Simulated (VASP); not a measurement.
Input of a VASP 6.6.1 run:

File INCAR:

```
SYSTEM = SiC
  PREC = Accurate
  ENCUT = 520
  EDIFF = 1E-8
  ISMEAR = -1
  SIGMA = 0.08
  LREAL = .False.
  LASPH = .True.
  NELM = 60
  ALGO = Normal
  ISIF = 2
  LWAVE = .False.
  LCHARG = .False.
  GGA = PS
  LEFG = .True.
  NBANDS = 16
```

Contents of KPOINTS:

```
Automatic mesh
0
Gamma
  15 15 8
  0 0 0
```

File POSCAR:

```
SiC
1.0
    3.0759982064      0.0000000000      0.0000000000
   -1.5379991032      2.6638925888      0.0000000000
    0.0000000000      0.0000000000      5.0480000000
Si C
2 2
Direct
    0.3333333333      0.6666666667      0.0000000000
    0.6666666667      0.3333333333      0.5000000000
    0.3333333333      0.6666666667      0.3850000000
    0.6666666667      0.3333333333      0.8850000000
```

Potentials or basis: VASP PAW PBE potentials, release 64 (Si, C).

Command:

```bash
$ cat potpaw_PBE.64/Si/POTCAR potpaw_PBE.64/C/POTCAR > POTCAR
$ mpirun -np 1 vasp_std > vasp.out
```

(1) Predict the largest force.

(2) What does it give for the pressure?

(3) Estimate the band gap on the k mesh.

## Answers

(1) 0.751 eV/Å.

(2) 0.6 GPa.

(3) 2.16 eV, indirect (least direct gap 3.97 eV).

Caveat: without QUAD_EFG the Cq values of the log hold for a quadrupole moment of 1 mb, not for the nuclei; the PAW data sets were made with another functional, which shifts forces and pressure a little.
